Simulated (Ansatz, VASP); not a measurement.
**Two plane-wave programs on Os**

The input INCAR:

```
SYSTEM = Os
PREC = Accurate
ENCUT = 520
EDIFF = 1E-6
ISMEAR = 0
SIGMA = 0.15
LREAL = .False.
LASPH = .True.
NELM = 100
ALGO = Fast
ISIF = 2
LWAVE = .False.
LCHARG = .False.
GGA = PS
NBANDS = 10
```

KPOINTS

```
Automatic mesh
0
Gamma
  24 24 24
  0 0 0
```

File POSCAR:

```
Os
1.0
    0.0000000000      1.7821263362      2.3167642370
    1.7821263362      0.0000000000      2.3167642370
    1.7821263362      1.7821263362      0.0000000000
Os
1
Direct
    0.0000000000      0.0000000000      0.0000000000
```

Input for Ansatz:

```yaml
crystal:
  lattice:
    - [0.0, 1.7821263362, 2.316764237]
    - [1.7821263362, 0.0, 2.316764237]
    - [1.7821263362, 1.7821263362, 0.0]
  atoms:
    - { symbol: Os, position: [0.0, 0.0, 0.0] }
basis:
  ecutwfc: 420
kpoints:
  mp_grid: { grid: [24, 24, 24] }
hamiltonian:
  xc: pbesol
scf:
  occupations: { method: gaussian, width: 0.15 }
output:
  forces: true
  stress: true
  eigenvalues: true
```

Alike in both runs: task single point; functional PBEsol; k mesh 24 × 24 × 24; occupations gaussian, width 0.15 eV; no spin polarisation.

|  | VASP | Ansatz |
| --- | --- | --- |
| version | VASP 6.6.1 | Ansatz 0.2.0 |
| potentials or method | VASP PAW PBE potentials, release 64 (Os), cutoff 520 eV | scalar-relativistic, plane waves, PAW |
| valence electrons in the cell | 8 | 16 |

Ansatz gave:

```
gap on the k mesh at the Fermi level (eV)                     : none
pressure (GPa)                                                : -3.2
traceless stress, the component that is largest in VASP (GPa) : -59.03
```

Which values does VASP return?

gap on the k mesh at the Fermi level (eV): none; pressure (GPa): -2.8; traceless stress, the component that is largest in VASP (GPa): -58.58.

VASP's potentials were made for PBE, not for PBEsol. A gap of «none» marks a metal or a gap that the smearing closes. VASP's potentials hold 8 valence electrons a cell and Ansatz's 16, so a difference there can come from the potentials and not from the codes.

Neither program's run includes spin-orbit coupling.
